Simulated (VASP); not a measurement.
# TiO2 (P4_2/mnm) in VASP: notebook

The runs below take TiO2 through single point, with LDA.

Program: VASP 6.6.1. These are calculated values, not measurements. Logs are shortened: lines on timing, memory, paths and dates and some standing lists are left out, and cuts for length are marked.

## Step 1: The cell of the first run

The structure is tetragonal, space group P4_2/mnm (No. 136). Conventional cell: a = 4.525 Å, b = 4.525 Å, c = 2.927 Å, α = 90.00°, β = 90.00°, γ = 90.00°. Within 2.6 Å of Ti (site symmetry mmm) lie 6 O at 1.93 to 1.94 Å. O (site symmetry m2m) has 3 Ti at 1.93 to 1.94 Å and 1 O at 2.51 Å within 2.6 Å.

## Step 2: Single point, LDA (in-plane strain -0.005, then relaxed in part)

The input, INCAR:

```
PREC = Accurate
ENCUT = 520
EDIFF = 1E-6
ISMEAR = 0
SIGMA = 0.01
LREAL = False
LASPH = True
NELM = 100
ALGO = Normal
ISIF = 2
LWAVE = False
LCHARG = True
GGA = CA
LELF = True
LVHAR = True
NBANDS = 33
```

The input, KPOINTS:

```
regular mesh
0
Gamma
  6 6 8
```

The input, POSCAR:

```
TiO2
1.0
    4.5254205720      0.0000000000      0.0000000000
    0.0000000000      4.5254205720      0.0000000000
    0.0000000000      0.0000000000      2.9269218741
Ti O
2 4
Direct
    0.0000000000      0.0000000000      0.0000000000
    0.5000000000      0.5000000000      0.5000000000
    0.3038295823      0.3038295823      0.0000000000
    0.1961704177      0.8038295823      0.5000000000
    0.6961704177      0.6961704177      0.0000000000
    0.8038295823      0.1961704177      0.5000000000
```

Potentials or basis: VASP PAW LDA potentials, release 64 (Ti_sv, O).

The run is started by

```sh
cat potpaw_LDA.64/Ti_sv/POTCAR potpaw_LDA.64/O/POTCAR > POTCAR
mpirun -np 1 vasp_std > vasp.out
```

OUTCAR:

```text
PREC = Accurate
   ENCUT = 520
   EDIFF = 1E-6
   ISMEAR = 0
   LREAL = False
   LASPH = True
   NELM = 100
   ISIF = 2
   GGA = CA

 ion  position               nearest neighbor table
   1  0.000  0.000  0.000-   4 1.93   6 1.93   4 1.93   6 1.93   5 1.94   3 1.94
   2  0.500  0.500  0.500-   3 1.93   5 1.93   3 1.93   5 1.93   4 1.94   6 1.94
   3  0.304  0.304  0.000-   2 1.93   2 1.93   1 1.94
   4  0.196  0.804  0.500-   1 1.93   1 1.93   2 1.94
   5  0.696  0.696  0.000-   2 1.93   2 1.93   1 1.94
   6  0.804  0.196  0.500-   1 1.93   1 1.93   2 1.94

  LATTYP: Found a simple tetragonal cell.
 ALAT       =     4.5254205720
 C/A-ratio  =     0.6467734496

  Lattice vectors:

 A1 = (   4.5254205720,   0.0000000000,   0.0000000000)
 A2 = (   0.0000000000,   4.5254205720,   0.0000000000)
 A3 = (   0.0000000000,   0.0000000000,   2.9269218741)

Analysis of symmetry for initial positions (statically):
=====================================================================
 Subroutine PRICEL returns:
 Original cell was already a primitive cell.

 Routine SETGRP: Setting up the symmetry group for a
 simple tetragonal supercell.

 Subroutine GETGRP returns: Found 16 space group operations
 (whereof  8 operations were pure point group operations)
 out of a pool of 16 trial point group operations.

The static configuration has the point symmetry D_2h.
 The point group associated with its full space group is D_4h.

Analysis of symmetry for dynamics (positions and initial velocities):
=====================================================================
 Subroutine PRICEL returns:
 Original cell was already a primitive cell.

 Routine SETGRP: Setting up the symmetry group for a
 simple tetragonal supercell.

 Subroutine GETGRP returns: Found 16 space group operations
 (whereof  8 operations were pure point group operations)
 out of a pool of 16 trial point group operations.

The dynamic configuration has the point symmetry D_2h.
 The point group associated with its full space group is D_4h.

 Subroutine INISYM returns: Found 16 space group operations
 (whereof  8 operations are pure point group operations),
 and found     1 'primitive' translations

----------------------------------------------------------------------------------------

                                     Primitive cell

  volume of cell :      59.9417

  direct lattice vectors                    reciprocal lattice vectors
     4.525420572  0.000000000  0.000000000     0.220973937  0.000000000  0.000000000
     0.000000000  4.525420572  0.000000000     0.000000000  0.220973937  0.000000000
     0.000000000  0.000000000  2.926921874     0.000000000  0.000000000  0.341655857

  length of vectors
     4.525420572  4.525420572  2.926921874     0.220973937  0.220973937  0.341655857

  position of ions in fractional coordinates (direct lattice)
     0.000000000  0.000000000  0.000000000
     0.500000000  0.500000000  0.500000000
     0.303829582  0.303829582  0.000000000
     0.196170418  0.803829582  0.500000000
     0.696170418  0.696170418  0.000000000
     0.803829582  0.196170418  0.500000000

  ion indices of the primitive-cell ions
   primitive index   ion index
                 1           1
                 2           2
                 3           3
                 4           4
                 5           5
                 6           6

----------------------------------------------------------------------------------------

 KPOINTS: regular mesh

Automatic generation of k-mesh.
 Grid dimensions read from file:
 generate k-points for:    6    6    8

 Generating k-lattice:

  Cartesian coordinates                     Fractional coordinates (reciprocal lattice)
     0.036828989  0.000000000  0.000000000     0.166666667  0.000000000  0.000000000
     0.000000000  0.036828989  0.000000000     0.000000000  0.166666667  0.000000000
     0.000000000  0.000000000  0.042706982     0.000000000  0.000000000  0.125000000

  Length of vectors
     0.036828989  0.036828989  0.042706982

  Shift w.r.t. Gamma in fractional coordinates (k-lattice)
     0.000000000  0.000000000  0.000000000

 Subroutine IBZKPT returns following result:
 ===========================================

 Found     50 irreducible k-points:

 Following reciprocal coordinates:
            Coordinates               Weight
  0.000000  0.000000  0.000000      1.000000
  0.166667  0.000000  0.000000      4.000000
  0.333333  0.000000  0.000000      4.000000
  0.500000  0.000000  0.000000      2.000000
  0.166667  0.166667  0.000000      4.000000
  0.333333  0.166667  0.000000      8.000000
[... 16 lines left out ...]
  0.333333  0.000000  0.250000      8.000000
  0.500000  0.000000  0.250000      4.000000
 [... further k-points ...]
   k-points           NKPTS =     50   k-points in BZ     NKDIM =     50   number of bands    NBANDS=     33
   number of dos      NEDOS =    301   number of ions     NIONS =      6
   total plane-waves  NPLWV =  31104
   dimension x,y,z NGX =    36 NGY =   36 NGZ =   24
   dimension x,y,z NGXF=    72 NGYF=   72 NGZF=   48
   ions per type =               2   4
   NGX,Y,Z   is equivalent  to a cutoff of  13.22, 13.22, 13.63 a.u.
   NGXF,Y,Z  is equivalent  to a cutoff of  26.45, 26.45, 27.26 a.u.
 SYSTEM =  unknown system
   PREC   = accura    normal or accurate (medium, high low for compatibility)
   ISTART =      0    job   : 0-new  1-cont  2-samecut
   ICHARG =      2    charge: 1-file 2-atom 10-const
   ISPIN  =      1    spin polarized calculation?
   LNONCOLLINEAR =      F non collinear calculations
   LSORBIT =      F    spin-orbit coupling
   LASPH  =      T    aspherical Exc in radial PAW
   ENCUT  =  520.0 eV  38.22 Ry    6.18 a.u.   8.41  8.41  5.44*2*pi/ulx,y,z
   NELM   =    100;   NELMIN=  2; NELMDL= -5     # of ELM steps
   EDIFF  = 0.1E-05   stopping-criterion for ELM
   LREAL  =      F    real-space projection
   EDIFFG = 0.1E-04   stopping-criterion for IOM
   NSW    =      0    number of steps for IOM
   IBRION =     -1    ionic relax: 0-MD 1-quasi-New 2-CG
   NFREE  =      0    steps in history (QN), initial steepest desc. (CG)
   ISIF   =      2    stress and relaxation
   ISYM   =      2    0-nonsym 1-usesym 2-fastsym
   POTIM  = 0.5000    time-step for ionic-motion
   TEBEG  =    0.0;   TEEND  =   0.0 temperature during run
   PSTRESS=    0.0 pullay stress
   NELECT =      48.0000    total number of electrons
   NUPDOWN=      -1.0000    fix difference up-down
   EMIN   =  10.00;   EMAX   =-10.00  energy-range for DOS
   EFERMI =   0.00;   METHOD = LEGACY
   ISMEAR =     0;   SIGMA  =   0.01  broadening in eV -4-tet -1-fermi 0-gaus
   EFERMI_NEDOS =   21; number of points for ismear=-14 and -15
   IALGO  =     38    algorithm
   IMIX   =      4    mixing-type and parameters
     AMIX     =   0.40;   BMIX     =  1.00
     AMIX_MAG =   1.60;   BMIX_MAG =  1.00
  volume/ion in A,a.u.               =       9.99        67.42
  Fermi-wavevector in a.u.,A,eV,Ry     =   1.520240  2.872838 31.444840  2.311131
  Thomas-Fermi vector in A             =   2.629118
   LORBIT       =      0    0 simple, 1 ext, 2 COOP (PROOUT), +10 PAW based schemes
   GGA     = CA    functional components
   LHFCALC =     F    Hartree Fock is set to
   AEXX    =    0.0000 exact exchange contribution
   IVDW    =     0    specifies the selected vdW correction
   LEPSILON=     F    determine dielectric tensor
   LRPA    =     F    only Hartree local field effects (RPA)
 non-spin polarized calculation
 Gauss-broadening in eV      SIGMA  =   0.01
  energy-cutoff  :      520.00
  volume of cell :       59.94
 maximum number of plane-waves:      1634
 NGX is ok and might be reduce to    36
   NGX = 17   NGY = 17   NGZ = 11

 number of electron      47.9999994 magnetization

 Free energy of the ion-electron system (eV)
  ---------------------------------------------------
  ext. energy  EPLUGINS =         0.00000000
  ---------------------------------------------------
  free energy    TOTEN  =       -58.77070139 eV

  energy without entropy =      -58.77070139  energy(sigma->0) =      -58.77070139

 E-fermi :   5.2269     XC(G=0): -12.2108

 val. band max:        5.0225524525   @ k =   0.0000   0.0000   0.0000
 cond. band min:       6.8483206493   @ k =   0.0000   0.0000   0.0000
 fundamental gap:      1.8257681969
 Fermi energy:         5.2268876707

 k-point     1 :       0.0000    0.0000    0.0000
  band No.  band energies     occupation
      1     -51.0671      2.00000
      2     -51.0437      2.00000
      3     -27.8205      2.00000
      4     -27.8205      2.00000
      5     -27.6193      2.00000
      6     -27.6193      2.00000
[... 25 lines left out ...]
     32      11.9309      0.00000
     33      11.9336      0.00000

 k-point     2 :       0.1667    0.0000    0.0000
  band No.  band energies     occupation
      1     -51.0655      2.00000
      2     -51.0452      2.00000
      3     -27.8092      2.00000
      4     -27.8080      2.00000
      5     -27.6335      2.00000
      6     -27.6322      2.00000
[... 25 lines left out ...]
     32      11.8237      0.00000
     33      11.8469      0.00000

 k-point     3 :       0.3333    0.0000    0.0000
  band No.  band energies     occupation
      1     -51.0612      2.00000
      2     -51.0495      2.00000
      3     -27.7781      2.00000
      4     -27.7746      2.00000
      5     -27.6700      2.00000
      6     -27.6664      2.00000
[... 25 lines left out ...]
     32      11.6085      0.00000
     33      11.6536      0.00000

 k-point     4 :       0.5000    0.0000    0.0000
  band No.  band energies     occupation
      1     -51.0553      2.00000
      2     -51.0553      2.00000
      3     -27.7463      2.00000
      4     -27.7463      2.00000
      5     -27.6999      2.00000
      6     -27.6999      2.00000
[... 25 lines left out ...]
     32      11.4990      0.00000
     33      11.5209      0.00000

 k-point     5 :       0.1667    0.1667    0.0000
  band No.  band energies     occupation
      1     -51.0641      2.00000
      2     -51.0466      2.00000
      3     -27.8249      2.00000
      4     -27.7727      2.00000
      5     -27.6710      2.00000
      6     -27.6167      2.00000
[... 604 lines left out ...]
 k-point    22 :       0.1667    0.0000    0.2500
  band No.  band energies     occupation
      1     -51.0375      2.00000
      2     -51.0232      2.00000
      3     -27.8503      2.00000
      4     -27.8245      2.00000
      5     -27.7374      2.00000
      6     -27.7334      2.00000
[... 25 lines left out ...]
     32      11.0422      0.00000
     33      11.3529      0.00000

 k-point    23 :       0.3333    0.0000    0.2500
  band No.  band energies     occupation
      1     -51.0345      2.00000
      2     -51.0262      2.00000
      3     -27.8561      2.00000
      4     -27.8397      2.00000
      5     -27.7108      2.00000
      6     -27.7012      2.00000
[... 25 lines left out ...]
     32      10.6013      0.00000
     33      11.5269      0.00000

 k-point    24 :       0.5000    0.0000    0.2500
  band No.  band energies     occupation
      1     -51.0303      2.00000
      2     -51.0303      2.00000
      3     -27.8524      2.00000
      4     -27.8524      2.00000
      5     -27.6815      2.00000
      6     -27.6815      2.00000
[... 25 lines left out ...]
     32      10.4550      0.00000
     33      11.9888      0.00000

 [... further k-points ...]
[... 5 lines left out ...]
  --------------------------------------------------------------------------------------
  -------------------------------------------------------------------------------------
  Total        1.1949937      1.1949937      0.6074565     -0.0000000      0.0000000      0.0000000
  in kB       31.9409012     31.9409012     16.2366612     -0.0000000      0.0000000      0.0000000
  external PRESSURE =      26.7061545 kB  Pullay stress =       0.0000000 kB

 VOLUME and BASIS-vectors are now :
 -----------------------------------------------------------------------------
  energy-cutoff  :      520.00
  volume of cell :       59.94
      direct lattice vectors                 reciprocal lattice vectors
     4.525420572  0.000000000  0.000000000     0.220973937  0.000000000  0.000000000
     0.000000000  4.525420572  0.000000000     0.000000000  0.220973937  0.000000000
     0.000000000  0.000000000  2.926921874     0.000000000  0.000000000  0.341655857

 POSITION                                       TOTAL-FORCE (eV/Angst)
 -----------------------------------------------------------------------------------
      0.00000      0.00000      0.00000         0.000000      0.000000     -0.000000
      2.26271      2.26271      1.46346         0.000000      0.000000     -0.000000
      1.37496      1.37496      0.00000        -0.023381     -0.023381     -0.000000
      0.88775      3.63767      1.46346         0.023381     -0.023381     -0.000000
      3.15046      3.15046      0.00000         0.023381      0.023381      0.000000
      3.63767      0.88775      1.46346        -0.023381      0.023381      0.000000
 -----------------------------------------------------------------------------------
    total drift:                               -0.000000      0.000000     -0.000000

  FREE ENERGIE OF THE ION-ELECTRON SYSTEM (eV)
  ---------------------------------------------------
  free  energy   TOTEN  =       -58.7707013936 eV

  energy  without entropy=      -58.7707013936  energy(sigma->0) =      -58.77070139
```

Wall time 1.7 min (1 thread of Intel Xeon 8259CL, shared host); peak memory 0.2 GiB.

Results:

| Item | Value |
| --- | --- |
| Free energy | -58.7707 eV |
| Pressure | 2.7 GPa |
| Largest force | 0.033 eV/Å |
| Band gap on the k mesh | 1.83 eV |

Forces in eV/Å, atoms in the order of the input:
```
Ti   0.000  0.000  0.000
Ti   0.000  0.000  0.000
O   -0.023 -0.023  0.000
O    0.023 -0.023  0.000
O    0.023  0.023  0.000
O   -0.023  0.023  0.000
```

Caveat: the cell differs from its parent crystal (in-plane strain -0.005, then relaxed in part).

## Step 3: Single point, LDA (in-plane strain -0.005)

The input, INCAR:

```
SYSTEM = TiO2
ALGO = Normal
EDIFF = 1E-6
ENCUT = 520
GGA = CA
ISIF = 2
ISMEAR = 0
LASPH = .TRUE.
LCHARG = .FALSE.
LREAL = .FALSE.
LWAVE = .FALSE.
NBANDS = 33
NELM = 80
PREC = Accurate
SIGMA = 0.01
```

The input, KPOINTS:

```
k-points
0
G
  6 6 8
  0 0 0
```

The input, POSCAR:

```
TiO2
1.0
    4.5254205720      0.0000000000      0.0000000000
    0.0000000000      4.5254205720      0.0000000000
    0.0000000000      0.0000000000      2.9258797412
Ti O
2 4
Direct
    0.0000000000      0.0000000000      0.0000000000
    0.5000000000      0.5000000000      0.5000000000
    0.3039661007      0.3039661007      0.0000000000
    0.1960338993      0.8039661007      0.5000000000
    0.6960338993      0.6960338993      0.0000000000
    0.8039661007      0.1960338993      0.5000000000
```

Potentials or basis: VASP PAW LDA potentials, release 64 (Ti_sv, O).

The run is started by

```sh
cat potpaw_LDA.64/Ti_sv/POTCAR potpaw_LDA.64/O/POTCAR > POTCAR
mpirun -np 1 vasp_std > vasp.out
```

It took 2 min on 1 thread of Intel Xeon 8259CL, shared host; peak memory 0.2 GiB.

Results (log left out):

```yaml
Free_energy: -58.7703 eV
Pressure: 2.8 GPa
Largest_force: 0.056 eV/Å
Band_gap_on_the_k_mesh: 1.83 eV
```

Forces in eV/Å, atoms in the order of the input:
```
Ti   0.000  0.000  0.000
Ti   0.000  0.000  0.000
O   -0.039 -0.039  0.000
O    0.039 -0.039  0.000
O    0.039  0.039  0.000
O   -0.039  0.039  0.000
```

Stress tensor (GPa, compression positive):
```
3.28 0.00 0.00
0.00 3.28 0.00
0.00 0.00 1.86
```

Levels at points of the mesh, in eV from the valence-band top:
```
           k point  band 22  band 23  band 24  band 25  band 26  band 27
(0.00, 0.00, 0.00)    -0.48    -0.48     0.00     1.83     2.13     2.39
(0.50, 0.00, 0.00)    -1.76    -0.80    -0.80     2.56     2.56     3.11
(0.50, 0.50, 0.00)    -1.36    -1.11    -1.11     1.88     1.88     2.54
(0.00, 0.00, 0.50)    -2.65    -1.48    -1.48     3.07     3.07     3.24
(0.50, 0.00, 0.50)    -2.17    -1.13    -1.13     1.86     1.86     3.26
(0.50, 0.50, 0.50)    -1.42    -0.68    -0.68     2.63     2.63     3.27
```

Caveat: the cell differs from its parent crystal (in-plane strain -0.005).

(Continued in part 2 of 2.)
